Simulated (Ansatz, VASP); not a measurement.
One calculation of NaCl, two programs

Contents of POSCAR:

```
NaCl
1.0
    0.0000000000      2.8027319616      2.8027319616
    2.8027319616      0.0000000000      2.8027319616
    2.8027319616      2.8027319616      0.0000000000
Na Cl
1 1
Direct
    0.0000000000      0.0000000000      0.0000000000
    0.5000000000      0.5000000000      0.5000000000
```

The input INCAR.step1:

```
SYSTEM = NaCl
ALGO = Normal ; EDIFF = 1E-5
ENCUT = 520 ; GGA = PE
ISIF = 2 ; ISMEAR = 0
LASPH = .True. ; LREAL = .False.
LWAVE = .True. ; NBANDS = 14
NELM = 100 ; PREC = Accurate
SIGMA = 0.01
```

The input INCAR.step2:

```
SYSTEM = NaCl
AEXX = 0.2 ; ALGO = Normal
EDIFF = 1E-6 ; ENCUT = 520
GGA = PE ; HFSCREEN = 0.3
ISIF = 2 ; ISMEAR = 0
ISTART = 1 ; LASPH = .True.
LCHARG = .True. ; LELF = .True.
LHFCALC = .True. ; LREAL = .False.
LVHAR = .True. ; LWAVE = .False.
NBANDS = 14 ; NELM = 100
PREC = Accurate ; PRECFOCK = Normal
SIGMA = 0.01
```

The input KPOINTS:

```
k-points
0
Gamma
  4 4 4
  0 0 0
```

Input for Ansatz:

```yaml
crystal:
  lattice:
    - [0.0, 2.8027319616, 2.8027319616]
    - [2.8027319616, 0.0, 2.8027319616]
    - [2.8027319616, 2.8027319616, 0.0]
  atoms:
    - { symbol: Na, position: [0.0, 0.0, 0.0] }
    - { symbol: Cl, position: [0.5, 0.5, 0.5] }
kpoints:
  mp_grid: { grid: [4, 4, 4] }
hamiltonian:
  xc: { exchange: pbe, correlation: pbe, exx: { coeff: 0.2, omega: 0.3 } }
scf:
  occupations: { method: fixed }
  n_extra_bands: 4
output:
  forces: true
  stress: true
  eigenvalues: true
```

Alike in both runs: task single point; functional PBE-based screened hybrid with a share of 0.2 of exact exchange and HFSCREEN = 0.3; k mesh 4 × 4 × 4; no spin polarisation.

|  | VASP | Ansatz |
| --- | --- | --- |
| version | VASP 6.6.1 | Ansatz 0.2.0 |
| potentials or method | VASP PAW PBE potentials, release 64 (Na_pv, Cl) | plane waves |
| plane-wave cutoff (eV) | 520 | 420 |
| occupations | gaussian, width 0.01 eV | fixed |
| valence electrons in the cell | 14 | 16 |

Ansatz gave:

| Item | Value |
| --- | --- |
| gap on the k mesh at the Fermi level (eV) | 6.09 |
| pressure (GPa) | 0.8 |

Question: Which values does VASP return?

Answer: gap on the k mesh at the Fermi level (eV): 6.08; pressure (GPa): 0.9.

VASP's potentials were made for PBE, not for PBE-based screened hybrid. VASP's potentials hold 14 valence electrons a cell and Ansatz's 16, so a difference there can come from the potentials and not from the codes. Ansatz's warnings: stress exchange threshold loose, stress scf threshold loose.

The k mesh is coarse, so the values compare programs but aren't converged.
